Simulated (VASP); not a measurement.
# MgTe (P6_3mc) in VASP: single point with PBE-based global hybrid with 15 % exact exchange

Aim: the single point of MgTe with PBE-based global hybrid with 15 % exact exchange.

Everything below comes from runs of VASP 6.6.1. Logs are shortened: lines on timing, memory, paths and dates and some standing lists are left out, and cuts for length are marked.

### 1 The cell of the first run

It takes space group P6_3mc (No. 186, hexagonal). The conventional cell has a = 4.578 Å, b = 4.578 Å, c = 7.456 Å, α = 90.00°, β = 90.00°, γ = 120.00°. Mg (site symmetry 3m) has 4 Te at 2.80 Å within 3.7 Å. Within 3.7 Å of Te (site symmetry 3m) lie 4 Mg at 2.80 Å.

### 2 Single point, PBE-based global hybrid with 15 % exact exchange

POSCAR

```
MgTe
1.0
    4.5775104488      0.0000000000      0.0000000000
   -2.2887552244      3.9642403347      0.0000000000
    0.0000000000      0.0000000000      7.4555751524
Mg Te
2 2
Direct
    0.3333333333      0.6666666667      0.0043977340
    0.6666666667      0.3333333333      0.5043977340
    0.3333333333      0.6666666667      0.3806022660
    0.6666666667      0.3333333333      0.8806022660
```

INCAR.step1

```
SYSTEM = MgTe
ALGO = Normal ; EDIFF = 1E-5
ENCUT = 520 ; GGA = PE
GGA_COMPAT = .False. ; ISIF = 2
ISMEAR = 0 ; LASPH = .True.
LCHARG = .False. ; LREAL = .False.
LWAVE = .True. ; NBANDS = 16
NELM = 120 ; PREC = Accurate
SIGMA = 0.01
```

INCAR.step2

```
SYSTEM = MgTe
AEXX = 0.15 ; ALGO = Normal
EDIFF = 1E-6 ; ENCUT = 520
GGA = PE ; GGA_COMPAT = .False.
ISIF = 2 ; ISMEAR = 0
ISTART = 1 ; LASPH = .True.
LCHARG = .False. ; LHFCALC = .True.
LREAL = .False. ; LWAVE = .False.
NBANDS = 16 ; NELM = 120
PREC = Accurate ; PRECFOCK = Normal
SIGMA = 0.01
```

KPOINTS

```
k-points
0
Gamma
  6 6 2
  0 0 0
```

Potentials or basis: VASP PAW PBE potentials, release 64 (Mg, Te).

On the command line:

```bash
> cat potpaw_PBE.64/Mg/POTCAR potpaw_PBE.64/Te/POTCAR > POTCAR
> cp INCAR.step1 INCAR
> mpirun -np 1 vasp_std > vasp.out
> cp INCAR.step2 INCAR
> mpirun -np 1 vasp_std > vasp.out
```

OUTCAR:

```text
SYSTEM = MgTe
   AEXX = 0.15
   EDIFF = 1E-6
   ENCUT = 520
   GGA = PE
   ISIF = 2
   ISMEAR = 0
   ISTART = 1
   LASPH = .True.
   LHFCALC = .True.
   LREAL = .False.
   NELM = 120
   PREC = Accurate
   PRECFOCK = Normal

 ion  position               nearest neighbor table
   1  0.333  0.667  0.004-   4 2.80   4 2.80   4 2.80   3 2.80
   2  0.667  0.333  0.504-   3 2.80   3 2.80   3 2.80   4 2.80
   3  0.333  0.667  0.381-   2 2.80   2 2.80   2 2.80   1 2.80
   4  0.667  0.333  0.881-   1 2.80   1 2.80   1 2.80   2 2.80

  LATTYP: Found a hexagonal cell.
 ALAT       =     4.5775104488
 C/A-ratio  =     1.6287401713

  Lattice vectors:

 A1 = (   4.5775104488,   0.0000000000,   0.0000000000)
 A2 = (  -2.2887552244,   3.9642403347,   0.0000000000)
 A3 = (   0.0000000000,   0.0000000000,   7.4555751524)

Analysis of symmetry for initial positions (statically):
=====================================================================
 Subroutine PRICEL returns:
 Original cell was already a primitive cell.

 Routine SETGRP: Setting up the symmetry group for a
 hexagonal supercell.

 Subroutine GETGRP returns: Found 12 space group operations
 (whereof  6 operations were pure point group operations)
 out of a pool of 24 trial point group operations.

The static configuration has the point symmetry C_3v.
 The point group associated with its full space group is C_6v.

Analysis of symmetry for dynamics (positions and initial velocities):
=====================================================================
 Subroutine PRICEL returns:
 Original cell was already a primitive cell.

 Routine SETGRP: Setting up the symmetry group for a
 hexagonal supercell.

 Subroutine GETGRP returns: Found 12 space group operations
 (whereof  6 operations were pure point group operations)
 out of a pool of 24 trial point group operations.

The dynamic configuration has the point symmetry C_3v.
 The point group associated with its full space group is C_6v.

 Subroutine INISYM returns: Found 12 space group operations
 (whereof  6 operations are pure point group operations),
 and found     1 'primitive' translations

----------------------------------------------------------------------------------------

                                     Primitive cell

  volume of cell :     135.2915

  direct lattice vectors                    reciprocal lattice vectors
     4.577510449  0.000000000  0.000000000     0.218459359  0.126127570  0.000000000
    -2.288755224  3.964240335  0.000000000     0.000000000  0.252255140  0.000000000
     0.000000000  0.000000000  7.455575152     0.000000000  0.000000000  0.134127814

  length of vectors
     4.577510449  4.577510449  7.455575152     0.252255140  0.252255140  0.134127814

  position of ions in fractional coordinates (direct lattice)
     0.333333333  0.666666667  0.004397734
     0.666666667  0.333333333  0.504397734
     0.333333333  0.666666667  0.380602266
     0.666666667  0.333333333  0.880602266

  ion indices of the primitive-cell ions
   primitive index   ion index
                 1           1
                 2           2
                 3           3
                 4           4

----------------------------------------------------------------------------------------

 KPOINTS: k-points

Automatic generation of k-mesh.
 Grid dimensions read from file:
 generate k-points for:    6    6    2

 Generating k-lattice:

  Cartesian coordinates                     Fractional coordinates (reciprocal lattice)
     0.036409893  0.021021262  0.000000000     0.166666667 -0.000000000  0.000000000
     0.000000000  0.042042523  0.000000000     0.000000000  0.166666667  0.000000000
     0.000000000  0.000000000  0.067063907     0.000000000  0.000000000  0.500000000

  Length of vectors
     0.042042523  0.042042523  0.067063907

  Shift w.r.t. Gamma in fractional coordinates (k-lattice)
     0.000000000  0.000000000  0.000000000

 Subroutine IBZKPT returns following result:
 ===========================================

 Found     14 irreducible k-points:

 Following reciprocal coordinates:
            Coordinates               Weight
  0.000000  0.000000  0.000000      1.000000
  0.166667 -0.000000  0.000000      6.000000
  0.333333  0.000000  0.000000      6.000000
  0.500000  0.000000  0.000000      3.000000
  0.166667  0.166667  0.000000      6.000000
  0.333333  0.166667  0.000000     12.000000
  0.333333  0.333333  0.000000      2.000000
  0.000000  0.000000  0.500000      1.000000
  0.166667 -0.000000  0.500000      6.000000
  0.333333  0.000000  0.500000      6.000000
  0.500000  0.000000  0.500000      3.000000
  0.166667  0.166667  0.500000      6.000000
  0.333333  0.166667  0.500000     12.000000
  0.333333  0.333333  0.500000      2.000000
   k-points           NKPTS =     14   k-points in BZ     NKDIM =     72   number of bands    NBANDS=     16
   number of dos      NEDOS =    301   number of ions     NIONS =      4
   total plane-waves  NPLWV =  72576
   dimension x,y,z NGX =    36 NGY =   36 NGZ =   56
   dimension x,y,z NGXF=    72 NGYF=   72 NGZF=  112
   ions per type =               2   2
   NGX,Y,Z   is equivalent  to a cutoff of  13.07, 13.07, 12.49 a.u.
   NGXF,Y,Z  is equivalent  to a cutoff of  26.15, 26.15, 24.97 a.u.
 SYSTEM =  MgTe
   PREC   = accura    normal or accurate (medium, high low for compatibility)
   ISTART =      1    job   : 0-new  1-cont  2-samecut
   ICHARG =      0    charge: 1-file 2-atom 10-const
   ISPIN  =      1    spin polarized calculation?
   LNONCOLLINEAR =      F non collinear calculations
   LSORBIT =      F    spin-orbit coupling
   LASPH  =      T    aspherical Exc in radial PAW
   ENCUT  =  520.0 eV  38.22 Ry    6.18 a.u.   8.51  8.51 13.86*2*pi/ulx,y,z
   NELM   =    120;   NELMIN=  2; NELMDL=  0     # of ELM steps
   EDIFF  = 0.1E-05   stopping-criterion for ELM
   LREAL  =      F    real-space projection
   EDIFFG = 0.1E-04   stopping-criterion for IOM
   NSW    =      0    number of steps for IOM
   IBRION =     -1    ionic relax: 0-MD 1-quasi-New 2-CG
   NFREE  =      0    steps in history (QN), initial steepest desc. (CG)
   ISIF   =      2    stress and relaxation
   ISYM   =      3    0-nonsym 1-usesym 2-fastsym
   POTIM  = 0.5000    time-step for ionic-motion
   TEBEG  =    0.0;   TEEND  =   0.0 temperature during run
   PSTRESS=    0.0 pullay stress
   NELECT =      16.0000    total number of electrons
   NUPDOWN=      -1.0000    fix difference up-down
   EMIN   =  10.00;   EMAX   =-10.00  energy-range for DOS
   EFERMI =   0.00;   METHOD = LEGACY
   ISMEAR =     0;   SIGMA  =   0.01  broadening in eV -4-tet -1-fermi 0-gaus
   EFERMI_NEDOS =   21; number of points for ismear=-14 and -15
   IALGO  =     38    algorithm
   IMIX   =      1    mixing-type and parameters
     AMIX     =   0.40;   BMIX     =  1.00
     AMIX_MAG =   1.60;   BMIX_MAG =  1.00
  volume/ion in A,a.u.               =      33.82       228.25
  Fermi-wavevector in a.u.,A,eV,Ry     =   0.803572  1.518530  8.785657  0.645728
  Thomas-Fermi vector in A             =   1.911464
   LORBIT       =      0    0 simple, 1 ext, 2 COOP (PROOUT), +10 PAW based schemes
   GGA     = PE    functional components
   LHFCALC =     T    Hartree Fock is set to
   PRECFOCK=normal    Normal, Fast or Accurate (Low or Medium for compatibility)
   ENCUT4O =  -1.0   cutoff for four orbital integrals eV
   NKREDX  =     1    reduce k-point grid by
   NKREDY  =     1    reduce k-point grid by
   NKREDZ  =     1    reduce k-point grid by
   AEXX    =    0.1500 exact exchange contribution
   HFSCREEN=    0.0000 screening length (either q_TF or 0.3 A-1)
   HFSCREENC=   0.0000 screening length for correlation (either q_TF or 0.3 A-1)
   ENCUTFOCK=  -1.0 apply spherical cutoff to Coloumb kernel
   IVDW    =     0    specifies the selected vdW correction
   LEPSILON=     F    determine dielectric tensor
   LRPA    =     F    only Hartree local field effects (RPA)
 non-spin polarized calculation
 Gauss-broadening in eV      SIGMA  =   0.01
  energy-cutoff  :      520.00
  volume of cell :      135.29
 maximum number of plane-waves:      3669
 NGX is ok and might be reduce to    36
  NGX = 28; NGY = 28; NGZ = 42

 number of electron      16.0000000 magnetization

 Free energy of the ion-electron system (eV)
  ---------------------------------------------------
  ext. energy  EPLUGINS =         0.00000000
  ---------------------------------------------------
  free energy    TOTEN  =       -14.78219824 eV

  energy without entropy =      -14.78219824  energy(sigma->0) =      -14.78219824

 E-fermi :   1.4042     XC(G=0):  -6.8599

 val. band max:        1.3424222071   @ k =   0.0000   0.0000   0.0000
 cond. band min:       4.6303404306   @ k =   0.0000   0.0000   0.0000
 fundamental gap:      3.2879182235
 Fermi energy:         1.4042479533

 k-point     1 :       0.0000    0.0000    0.0000
  band No.  band energies     occupation
      1      -9.4674      2.00000
      2      -8.8190      2.00000
      3      -2.1057      2.00000
      4       0.8287      2.00000
      5       0.8287      2.00000
      6       1.3332      2.00000
[... 8 lines left out ...]
     15       8.5842      0.00000
     16       9.5785      0.00000

 k-point     2 :       0.1667   -0.0000    0.0000
  band No.  band energies     occupation
      1      -9.3429      2.00000
      2      -8.7511      2.00000
      3      -1.9225      2.00000
      4      -0.0573      2.00000
      5       0.3757      2.00000
      6       0.5860      2.00000
[... 8 lines left out ...]
     15       8.6216      0.00000
     16       9.1479      0.00000

 k-point     3 :       0.3333    0.0000    0.0000
  band No.  band energies     occupation
      1      -9.0441      2.00000
      2      -8.6318      2.00000
      3      -1.6391      2.00000
      4      -1.0818      2.00000
      5      -0.8249      2.00000
      6       0.2070      2.00000
[... 8 lines left out ...]
     15       9.3074      0.00000
     16      10.2634      0.00000
[... 172 lines left out ...]
 k-point    13 :       0.3333    0.1667    0.5000
  band No.  band energies     occupation
      1      -8.7245      2.00000
      2      -8.7245      2.00000
      3      -1.8259      2.00000
      4      -1.8259      2.00000
      5      -0.1665      2.00000
      6      -0.1665      2.00000
[... 8 lines left out ...]
     15       9.7881      0.00000
     16       9.7881      0.00000

 k-point    14 :       0.3333    0.3333    0.5000
  band No.  band energies     occupation
      1      -8.6614      2.00000
      2      -8.6614      2.00000
      3      -1.7841      2.00000
      4      -1.7841      2.00000
      5      -0.6963      2.00000
      6      -0.6963      2.00000
[... 8 lines left out ...]
     15       9.6981      0.00000
     16       9.6981      0.00000

------------------------ aborting loop because EDIFF is reached ----------------------------------------

  FORCE on cell =-STRESS in cart. coord.  units (eV):
  Direction    XX          YY          ZZ          XY          YZ          ZX
  --------------------------------------------------------------------------------------
  -------------------------------------------------------------------------------------
  Total        0.0838965      0.0838965      0.0698383      0.0000000      0.0000000      0.0000000
  in kB        0.9935363      0.9935363      0.8270544      0.0000000      0.0000000      0.0000000
  external PRESSURE =       0.9380423 kB  Pullay stress =       0.0000000 kB

 VOLUME and BASIS-vectors are now :
 -----------------------------------------------------------------------------
  energy-cutoff  :      520.00
  volume of cell :      135.29
      direct lattice vectors                 reciprocal lattice vectors
     4.577510449  0.000000000  0.000000000     0.218459359  0.126127570  0.000000000
    -2.288755224  3.964240335  0.000000000     0.000000000  0.252255140  0.000000000
     0.000000000  0.000000000  7.455575152     0.000000000  0.000000000  0.134127814

 POSITION                                       TOTAL-FORCE (eV/Angst)
 -----------------------------------------------------------------------------------
     -0.00000      2.64283      0.03279         0.000000     -0.000000     -0.000903
      2.28876      1.32141      3.76058         0.000000     -0.000000     -0.000903
     -0.00000      2.64283      2.83761        -0.000000     -0.000000      0.000903
      2.28876      1.32141      6.56540         0.000000      0.000000      0.000903
 -----------------------------------------------------------------------------------
    total drift:                                0.000000     -0.000000      0.000830

  FREE ENERGIE OF THE ION-ELECTRON SYSTEM (eV)
  ---------------------------------------------------
  free  energy   TOTEN  =       -14.7821982446 eV

  energy  without entropy=      -14.7821982446  energy(sigma->0) =      -14.78219824
```

Run time: 38 min. Hardware: 1 thread of AMD EPYC 7R13 (Zen 3), shared host; peak memory 0.28 GiB.

What came out:

| Item | Value |
| --- | --- |
| Free energy | -14.7822 eV |
| Pressure | 0.1 GPa |
| Band gap on the k mesh | 3.29 eV |

Levels at points of the mesh, in eV from the valence-band top:
| k point | band 4 | band 5 | band 6 | band 7 | band 8 | band 9 | band 10 | band 11 | band 12 | band 13 |
| --- | --- | --- | --- | --- | --- | --- | --- | --- | --- | --- |
| (0.00, 0.00, 0.00) | -0.51 | -0.51 | -0.01 | 0.00 | 0.00 | 3.29 | 3.85 | 6.24 | 6.24 | 6.61 |
| (0.50, 0.00, 0.00) | -2.77 | -2.08 | -1.29 | -1.04 | -0.47 | 4.03 | 4.76 | 5.15 | 6.45 | 7.67 |
| (0.00, 0.00, 0.50) | -2.11 | -0.27 | -0.27 | -0.27 | -0.27 | 4.33 | 4.33 | 6.50 | 6.50 | 6.50 |
| (0.50, 0.00, 0.50) | -3.35 | -0.94 | -0.94 | -0.93 | -0.93 | 4.08 | 4.08 | 5.18 | 5.18 | 8.06 |

Caveat: the k points lie up to 0.42 Å⁻¹ apart; the PAW data sets were made with another functional, which shifts forces and pressure a little; spin-orbit coupling is left out, which moves the levels of the heavy elements.
